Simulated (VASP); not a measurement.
# SiIrF5 (P4/n) in VASP: single point with r2SCAN

Aim: the single point of SiIrF5 with r2SCAN.

All numbers are computed with VASP 6.6.1; they aren't measurements. Logs are shortened: lines on timing, memory, paths and dates and some standing lists are left out, and cuts for length are marked.

### 1 The cell of the first run

Symmetry: P4/n, No. 85, tetragonal system. Conventional cell: a = 6.817 Å, b = 6.817 Å, c = 4.082 Å, α = 90.00°, β = 90.00°, γ = 90.00°. Within 1.9 Å of F (site symmetry 1) lie 1 Si at 1.42 Å. F (site symmetry 4) has 2 Ir at 2.04 to 2.05 Å within 2.7 Å. Ir (site symmetry 4) has 6 F at 2.04 to 2.37 Å within 2.7 Å. Within 1.9 Å of Si (site symmetry -4) lie 4 F at 1.42 Å.

### 2 Single point, r2SCAN

Input file POSCAR:

```
SiIrF5
1.0
    6.8166320000      0.0000000000      0.0000000000
    0.0000000000      6.8166320000      0.0000000000
    0.0000000000      0.0000000000      4.0817380000
F Ir Si
10 2 2
Direct
    0.3136000000      0.5914000000      0.1984000000
    0.9086000000      0.3136000000      0.1984000000
    0.1864000000      0.9086000000      0.1984000000
    0.5914000000      0.1864000000      0.1984000000
    0.6864000000      0.4086000000      0.8016000000
    0.0914000000      0.6864000000      0.8016000000
    0.8136000000      0.0914000000      0.8016000000
    0.4086000000      0.8136000000      0.8016000000
    0.2500000000      0.2500000000      0.6934000000
    0.7500000000      0.7500000000      0.3066000000
    0.2500000000      0.2500000000      0.1923600000
    0.7500000000      0.7500000000      0.8076400000
    0.2500000000      0.7500000000      0.0000000000
    0.7500000000      0.2500000000      0.0000000000
```

Input file INCAR.step1:

```
PREC = Accurate
ENCUT = 520
ISMEAR = 1
SIGMA = 0.0101
LREAL = F
LASPH = T
NELM = 100
NBANDS = 61
GGA = PE
ALGO = Normal
EDIFF = 1E-4
LWAVE = T
LCHARG = F
```

Input file INCAR.step2:

```
PREC = Accurate
ENCUT = 520
EDIFF = 1E-7
ISMEAR = 1
SIGMA = 0.0101
LREAL = F
LASPH = T
NELM = 100
ALGO = Normal
ISIF = 2
LWAVE = F
LCHARG = F
METAGGA = R2SCAN
LMIXTAU = T
NBANDS = 61
ISTART = 1
```

Input file KPOINTS:

```
regular mesh
0
Gamma
  4 4 6
```

Potentials or basis: VASP PAW PBE potentials, release 64 (F, Ir, Si).

Run with:

```console
> cat potpaw_PBE.64/F/POTCAR potpaw_PBE.64/Ir/POTCAR potpaw_PBE.64/Si/POTCAR > POTCAR
> cp INCAR.step1 INCAR
> mpirun -np 1 vasp_std > vasp.out
> cp INCAR.step2 INCAR
> mpirun -np 1 vasp_std > vasp.out
```

OUTCAR:

```text
PREC = Accurate
   ENCUT = 520
   EDIFF = 1E-7
   ISMEAR = 1
   LREAL = F
   LASPH = T
   NELM = 100
   ISIF = 2
   METAGGA = R2SCAN
   ISTART = 1

 ion  position               nearest neighbor table
   1  0.314  0.591  0.198-  13 1.42  11 2.37
   2  0.909  0.314  0.198-  14 1.42  11 2.37
   3  0.186  0.909  0.198-  13 1.42  11 2.37
   4  0.591  0.186  0.198-  14 1.42  11 2.37
   5  0.686  0.409  0.802-  14 1.42  12 2.37
   6  0.091  0.686  0.802-  13 1.42  12 2.37
   7  0.814  0.091  0.802-  14 1.42  12 2.37
   8  0.409  0.814  0.802-  13 1.42  12 2.37
   9  0.250  0.250  0.693-  11 2.04  11 2.05
  10  0.750  0.750  0.307-  12 2.04  12 2.05
  11  0.250  0.250  0.192-   9 2.04   9 2.05   2 2.37   3 2.37   4 2.37   1 2.37
  12  0.750  0.750  0.808-  10 2.04  10 2.05   7 2.37   8 2.37   5 2.37   6 2.37
  13  0.250  0.750  0.000-   1 1.42   3 1.42   6 1.42   8 1.42
  14  0.750  0.250  0.000-   2 1.42   4 1.42   5 1.42   7 1.42

  LATTYP: Found a simple tetragonal cell.
 ALAT       =     6.8166320000
 C/A-ratio  =     0.5987910159

  Lattice vectors:

 A1 = (   6.8166320000,   0.0000000000,   0.0000000000)
 A2 = (   0.0000000000,   6.8166320000,   0.0000000000)
 A3 = (   0.0000000000,   0.0000000000,   4.0817380000)

Analysis of symmetry for initial positions (statically):
=====================================================================
 Subroutine PRICEL returns:
 Original cell was already a primitive cell.

 Routine SETGRP: Setting up the symmetry group for a
 simple tetragonal supercell.

 Subroutine GETGRP returns: Found  8 space group operations
 (whereof  2 operations were pure point group operations)
 out of a pool of 16 trial point group operations.

The static configuration has the point symmetry S_2 .
 The point group associated with its full space group is C_4h.

Analysis of symmetry for dynamics (positions and initial velocities):
=====================================================================
 Subroutine PRICEL returns:
 Original cell was already a primitive cell.

 Routine SETGRP: Setting up the symmetry group for a
 simple tetragonal supercell.

 Subroutine GETGRP returns: Found  8 space group operations
 (whereof  2 operations were pure point group operations)
 out of a pool of 16 trial point group operations.

The dynamic configuration has the point symmetry S_2 .
 The point group associated with its full space group is C_4h.

 Subroutine INISYM returns: Found  8 space group operations
 (whereof  2 operations are pure point group operations),
 and found     1 'primitive' translations

----------------------------------------------------------------------------------------

                                     Primitive cell

  volume of cell :     189.6640

  direct lattice vectors                    reciprocal lattice vectors
     6.816632000  0.000000000  0.000000000     0.146700013  0.000000000  0.000000000
     0.000000000  6.816632000  0.000000000     0.000000000  0.146700013  0.000000000
     0.000000000  0.000000000  4.081738000     0.000000000  0.000000000  0.244993677

  length of vectors
     6.816632000  6.816632000  4.081738000     0.146700013  0.146700013  0.244993677

  position of ions in fractional coordinates (direct lattice)
     0.313600000  0.591400000  0.198400000
     0.908600000  0.313600000  0.198400000
     0.186400000  0.908600000  0.198400000
     0.591400000  0.186400000  0.198400000
     0.686400000  0.408600000  0.801600000
     0.091400000  0.686400000  0.801600000
     0.813600000  0.091400000  0.801600000
     0.408600000  0.813600000  0.801600000
     0.250000000  0.250000000  0.693400000
     0.750000000  0.750000000  0.306600000
     0.250000000  0.250000000  0.192360000
     0.750000000  0.750000000  0.807640000
     0.250000000  0.750000000  0.000000000
     0.750000000  0.250000000  0.000000000

  ion indices of the primitive-cell ions
   primitive index   ion index
                 1           1
                 2           2
                 3           3
                 4           4
                 5           5
                 6           6
                 7           7
                 8           8
                 9           9
                10          10
                11          11
                12          12
                13          13
                14          14

----------------------------------------------------------------------------------------

 KPOINTS: regular mesh

Automatic generation of k-mesh.
 Grid dimensions read from file:
 generate k-points for:    4    4    6

 Generating k-lattice:

  Cartesian coordinates                     Fractional coordinates (reciprocal lattice)
     0.036675003  0.000000000  0.000000000     0.250000000  0.000000000  0.000000000
     0.000000000  0.036675003  0.000000000     0.000000000  0.250000000  0.000000000
     0.000000000  0.000000000  0.040832279     0.000000000  0.000000000  0.166666667

  Length of vectors
     0.036675003  0.036675003  0.040832279

  Shift w.r.t. Gamma in fractional coordinates (k-lattice)
     0.000000000  0.000000000  0.000000000

 Subroutine IBZKPT returns following result:
 ===========================================

 Found     24 irreducible k-points:

 Following reciprocal coordinates:
            Coordinates               Weight
  0.000000  0.000000  0.000000      1.000000
  0.250000  0.000000  0.000000      4.000000
  0.500000  0.000000  0.000000      2.000000
  0.250000  0.250000  0.000000      4.000000
  0.500000  0.250000  0.000000      4.000000
  0.500000  0.500000  0.000000      1.000000
[... 16 lines left out ...]
  0.500000  0.250000  0.500000      4.000000
  0.500000  0.500000  0.500000      1.000000
   k-points           NKPTS =     24   k-points in BZ     NKDIM =     24   number of bands    NBANDS=     61
   number of dos      NEDOS =    301   number of ions     NIONS =     14
   total plane-waves  NPLWV =  87480
   dimension x,y,z NGX =    54 NGY =   54 NGZ =   30
   dimension x,y,z NGXF=   108 NGYF=  108 NGZF=   60
   ions per type =              10   2   2
   NGX,Y,Z   is equivalent  to a cutoff of  13.17, 13.17, 12.22 a.u.
   NGXF,Y,Z  is equivalent  to a cutoff of  26.34, 26.34, 24.44 a.u.
 SYSTEM =  unknown system
   PREC   = accura    normal or accurate (medium, high low for compatibility)
   ISTART =      1    job   : 0-new  1-cont  2-samecut
   ICHARG =      0    charge: 1-file 2-atom 10-const
   ISPIN  =      1    spin polarized calculation?
   LNONCOLLINEAR =      F non collinear calculations
   LSORBIT =      F    spin-orbit coupling
   LASPH  =      T    aspherical Exc in radial PAW
   ENCUT  =  520.0 eV  38.22 Ry    6.18 a.u.  12.67 12.67  7.59*2*pi/ulx,y,z
   NELM   =    100;   NELMIN=  2; NELMDL=  0     # of ELM steps
   EDIFF  = 0.1E-06   stopping-criterion for ELM
   LREAL  =      F    real-space projection
   EDIFFG = 0.1E-05   stopping-criterion for IOM
   NSW    =      0    number of steps for IOM
   IBRION =     -1    ionic relax: 0-MD 1-quasi-New 2-CG
   NFREE  =      0    steps in history (QN), initial steepest desc. (CG)
   ISIF   =      2    stress and relaxation
   ISYM   =      2    0-nonsym 1-usesym 2-fastsym
   POTIM  = 0.5000    time-step for ionic-motion
   TEBEG  =    0.0;   TEEND  =   0.0 temperature during run
   PSTRESS=    0.0 pullay stress
   NELECT =      96.0000    total number of electrons
   NUPDOWN=      -1.0000    fix difference up-down
   EMIN   =  10.00;   EMAX   =-10.00  energy-range for DOS
   EFERMI =   0.00;   METHOD = LEGACY
   ISMEAR =     1;   SIGMA  =   0.01  broadening in eV -4-tet -1-fermi 0-gaus
   EFERMI_NEDOS =   21; number of points for ismear=-14 and -15
   IALGO  =     38    algorithm
   IMIX   =      4    mixing-type and parameters
     AMIX     =   0.40;   BMIX     =  1.00
     AMIX_MAG =   1.60;   BMIX_MAG =  1.00
  volume/ion in A,a.u.               =      13.55        91.42
  Fermi-wavevector in a.u.,A,eV,Ry     =   1.304679  2.465486 23.159660  1.702187
  Thomas-Fermi vector in A             =   2.435599
   LORBIT       =      0    0 simple, 1 ext, 2 COOP (PROOUT), +10 PAW based schemes
   METAGGA = R2SCAN    functional components
   LHFCALC =     F    Hartree Fock is set to
   AEXX    =    0.0000 exact exchange contribution
   IVDW    =     0    specifies the selected vdW correction
   LEPSILON=     F    determine dielectric tensor
   LRPA    =     F    only Hartree local field effects (RPA)
 non-spin polarized calculation
 Methfessel and Paxton  Order N= 1 SIGMA  =   0.01
  energy-cutoff  :      520.00
  volume of cell :      189.66
 maximum number of plane-waves:      5131
 NGX is ok and might be reduce to    54
   NGX = 25   NGY = 25   NGZ = 15

 number of electron      96.0000069 magnetization

 Free energy of the ion-electron system (eV)
  ---------------------------------------------------
  ext. energy  EPLUGINS =         0.00000000
  ---------------------------------------------------
  free energy    TOTEN  =      -171.91397138 eV

  energy without entropy =     -171.91389998  energy(sigma->0) =     -171.91394758

 E-fermi :   4.3123     XC(G=0):  -9.8147

 val. band max:        4.3107494793   @ k =   0.5000   0.2500   0.3333
 cond. band min:       4.3160046605   @ k =   0.2500   0.0000   0.0000
 fundamental gap:      0.0052551812
 Fermi energy:         4.3123251416

 k-point     1 :       0.0000    0.0000    0.0000
  band No.  band energies     occupation
      1     -28.0652      2.00000
      2     -28.0270      2.00000
      3     -26.5867      2.00000
      4     -26.5867      2.00000
      5     -26.5646      2.00000
      6     -26.5646      2.00000
[... 1501 lines left out ...]
     59      11.7395      0.00000
     60      11.7395      0.00000
 [bands above 60 left out]

------------------------ aborting loop because EDIFF is reached ----------------------------------------

  FORCE on cell =-STRESS in cart. coord.  units (eV):
  Direction    XX          YY          ZZ          XY          YZ          ZX
  --------------------------------------------------------------------------------------
  -------------------------------------------------------------------------------------
  Total       47.3309269     47.3309269     41.0793927      0.0000002      0.0000000      0.0000000
  in kB      399.8257578    399.8257578    347.0162193      0.0000014      0.0000000      0.0000000
  external PRESSURE =     382.2225783 kB  Pullay stress =       0.0000000 kB

 VOLUME and BASIS-vectors are now :
 -----------------------------------------------------------------------------
  energy-cutoff  :      520.00
  volume of cell :      189.66
      direct lattice vectors                 reciprocal lattice vectors
     6.816632000  0.000000000  0.000000000     0.146700013  0.000000000  0.000000000
     0.000000000  6.816632000  0.000000000     0.000000000  0.146700013  0.000000000
     0.000000000  0.000000000  4.081738000     0.000000000  0.000000000  0.244993677

 POSITION                                       TOTAL-FORCE (eV/Angst)
 -----------------------------------------------------------------------------------
      2.13770      4.03136      0.80982         3.157586     -6.413324      5.755941
      6.19359      2.13770      0.80982         6.413324      3.157586      5.755941
      1.27062      6.19359      0.80982        -3.157586      6.413324      5.755941
      4.03136      1.27062      0.80982        -6.413324     -3.157586      5.755941
      4.67894      2.78528      3.27192        -3.157586      6.413324     -5.755941
      0.62304      4.67894      3.27192        -6.413324     -3.157586     -5.755941
      5.54601      0.62304      3.27192         3.157586     -6.413324     -5.755941
      2.78528      5.54601      3.27192         6.413324      3.157586     -5.755941
      1.70416      1.70416      2.83028         0.000000     -0.000000     -0.144635
      5.11247      5.11247      1.25146         0.000000     -0.000000      0.144635
      1.70416      1.70416      0.78516         0.000000     -0.000000      0.154809
      5.11247      5.11247      3.29657         0.000000     -0.000000     -0.154809
      1.70416      5.11247      0.00000         0.000000     -0.000000     -0.000000
      5.11247      1.70416      0.00000         0.000000     -0.000000     -0.000000
 -----------------------------------------------------------------------------------
    total drift:                                0.000000      0.000000     -0.000000

  FREE ENERGIE OF THE ION-ELECTRON SYSTEM (eV)
  ---------------------------------------------------
  free  energy   TOTEN  =      -171.9139713762 eV

  energy  without entropy=     -171.9138999775  energy(sigma->0) =     -171.91394758
```

Run time: 9.8 min. Hardware: 1 thread of Intel Xeon 6975P-C (Granite Rapids), shared host; peak memory 0.45 GiB.

Results:

```
Free energy            : -171.9140 eV
Pressure               : 38.2 GPa
Largest force          : 9.178 eV/Å
Band gap on the k mesh : zero (bands 48 and 49 overlap by 0.12 eV)
```

Forces on the atoms (eV/Å):
```
F    3.158 -6.413  5.756
F    6.413  3.158  5.756
F   -3.158  6.413  5.756
F   -6.413 -3.158  5.756
F   -3.158  6.413 -5.756
F   -6.413 -3.158 -5.756
F    3.158 -6.413 -5.756
F    6.413  3.158 -5.756
F    0.000  0.000 -0.145
F    0.000  0.000  0.145
Ir   0.000  0.000  0.155
Ir   0.000  0.000 -0.155
Si   0.000  0.000  0.000
Si   0.000  0.000  0.000
```

Stress tensor (GPa, compression positive):
```
39.98  0.00  0.00
 0.00 39.98  0.00
 0.00  0.00 34.70
```

Levels at points of the mesh, in eV from the Fermi level:
```
           k point  band 44  band 45  band 46  band 47  band 48  band 49  band 50  band 51  band 52  band 53
(0.00, 0.00, 0.00)    -1.58    -1.21    -1.20    -0.71    -0.21    -0.06    -0.02     0.87     2.35     4.62
(0.50, 0.00, 0.00)    -1.59    -1.20    -1.20    -0.22    -0.22     0.03     0.03     1.39     1.39     4.53
(0.50, 0.50, 0.00)    -1.58    -1.19    -1.19     0.01     0.01     0.05     0.05     1.83     1.83     2.93
(0.00, 0.00, 0.50)    -0.40    -0.39    -0.39    -0.09    -0.06     0.13     0.47     4.38     4.43     6.17
(0.50, 0.00, 0.50)    -0.40    -0.39    -0.39    -0.03    -0.03     0.50     0.50     4.33     4.33     5.33
(0.50, 0.50, 0.50)    -0.40    -0.39    -0.39     0.06     0.06     0.64     0.64     4.84     4.84     5.18
```

Caveat: the stress differs along the axes, from 35 to 40 GPa; the PAW data sets were made with another functional, which shifts forces and pressure a little; spin-orbit coupling is left out, which moves the levels of the heavy elements.
